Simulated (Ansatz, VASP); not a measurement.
Two plane-wave programs on YHf2O2

```
Y Hf O
1.0
     3.25777    0.00000    0.00000
    -1.62889    2.82132    0.00000
     0.00000    0.00000    8.15157
Y Hf O
1 2 2
Direct
  0.00000 0.00000 0.00000
  0.66667 0.33333 0.65316
  0.33333 0.66667 0.34684
  0.66667 0.33333 0.17111
  0.33333 0.66667 0.82889
```

Change from the starting cell: species swapped into the EuMg2Bi2 type (P-3m1, No. 164).

Alike in both runs: functional PBE; k mesh 6 × 6 × 4; occupations gaussian, width 0.1 eV; no spin polarisation.

Ansatz relaxed the structure, and its values are those at the end. VASP's run is a single point on that final structure, the one shown.

```csv
,VASP,Ansatz
version,VASP 6.6.1,Ansatz 0.2.0
potentials or method,"VASP PAW PBE potentials, release 64 (Y_sv, Hf_pv, O), cutoff 520 eV","scalar-relativistic, plane waves, PAW"
valence electrons in the cell,43,75
```

|  | VASP | Ansatz | Ansatz less VASP |
| --- | --- | --- | --- |
| gap on the k mesh at the Fermi level (eV) | none | none | - |
| pressure (GPa) | -0.9 | 0.0 | +0.90 |
| rms of the force components (eV/Å) | 0.043 | 0.000 | -0.0423 |

A gap of «none» marks a metal or a gap that the smearing closes. VASP's potentials hold 43 valence electrons a cell and Ansatz's 75, so a difference there can come from the potentials and not from the codes.

The k mesh is coarse, so the values compare programs but aren't converged. Neither program's run includes spin-orbit coupling.
